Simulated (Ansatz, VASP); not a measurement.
**AlCuC4N4: VASP beside Ansatz**

```
CELL_PARAMETERS angstrom
5.86040 0.00000 0.00000
0.00000 5.86040 0.00000
0.00000 0.00000 5.86040
ATOMIC_POSITIONS crystal
Al 0.00000 0.00000 0.00000
Cu 0.50000 0.50000 0.50000
C 0.19360 0.19360 0.19360
C 0.19360 0.80640 0.80640
C 0.80640 0.19360 0.80640
C 0.80640 0.80640 0.19360
N 0.30825 0.30825 0.30825
N 0.30825 0.69175 0.69175
N 0.69175 0.30825 0.69175
N 0.69175 0.69175 0.30825
```

Alike in both runs: task relaxation of cell and atoms; functional PBE; k mesh 4 × 4 × 4; occupations gaussian, width 0.02 eV; no spin polarisation.

|  | VASP | Ansatz |
| --- | --- | --- |
| version | VASP 6.6.1 | Ansatz 0.2.0 |
| potentials or method | VASP PAW PBE potentials, release 64 (Al, Cu, C, N), cutoff 600 eV | scalar-relativistic, plane waves, PAW |
| valence electrons in the cell | 50 | 58 |

Ansatz gave:

| Item | Value |
| --- | --- |
| gap on the k mesh at the Fermi level, each at its own relaxed structure (eV) | 3.02 |
| relaxed volume (Å³/atom) | 20.17 |
| relaxed cell length with the largest relative difference (Å) | 5.864 |

Which values does VASP return?

gap on the k mesh at the Fermi level, each at its own relaxed structure (eV): 3.02; relaxed volume (Å³/atom): 20.18; relaxed cell length with the largest relative difference (Å): 5.865.

VASP's potentials hold 50 valence electrons a cell and Ansatz's 58, so a difference there can come from the potentials and not from the codes.

Noted on VASP's run: the standard files for N, O and F lose accuracy on very short bonds.
